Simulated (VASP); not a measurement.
Write the native input for VASP 6.6.1 that does the following.

```
Task                   : electric field gradients
Functional             : PBEsol
Potentials or basis    : VASP PAW PBE potentials, release 64 (Ag)
Cutoff                 : 400 eV
k mesh                 : 15 × 15 × 15
Occupations            : fermi-dirac, width 0.03 eV
Spin                   : no spin polarisation
Dipole correction      : no
Further INCAR settings : ALGO = Normal; EDIFF = 1e-08; NBANDS = 12
```

The structure of Ag lies in POSCAR:

```
Ag
1.0
    0.0000000000      2.0431000000      2.0839620000
    2.0431000000      0.0000000000      2.0839620000
    2.0431000000      2.0431000000      0.0000000000
Ag
1
Direct
    0.0000000000      0.0000000000      0.0000000000
```

This cell differs from its parent crystal: zz strain of +2 %.

The input as run:

INCAR

```
SYSTEM = Ag
PREC = Accurate ; ENCUT = 400
EDIFF = 1E-8 ; ISMEAR = -1
SIGMA = 0.03 ; LREAL = .FALSE.
LASPH = .TRUE. ; NELM = 120
ALGO = Normal ; ISIF = 2
LWAVE = .FALSE. ; LCHARG = .FALSE.
GGA = PS ; LEFG = .TRUE.
NBANDS = 12 ; GGA_COMPAT = .FALSE.
```

KPOINTS

```
Automatic mesh
0
G
  15 15 15
  0 0 0
```

Potentials or basis: VASP PAW PBE potentials, release 64 (Ag).

Launch:

```sh
$ cat potpaw_PBE.64/Ag/POTCAR > POTCAR
$ mpirun -np 1 vasp_std > vasp.out
```

Results of the run:

| Property | Result |
| --- | --- |
| Pressure | -5.1 GPa |

Caveat: the cell differs from its parent crystal (zz strain of +2 %); without QUAD_EFG the Cq values of the log hold for a quadrupole moment of 1 mb, not for the nuclei; the PAW data sets were made with another functional, which shifts forces and pressure a little.

Wall time 29 s on 1 thread of Intel(R) Xeon(R) Platinum 8259CL CPU @ 2.50GHz (Skylake/Cascade Lake) (shared host), peak memory 0.15 GiB.
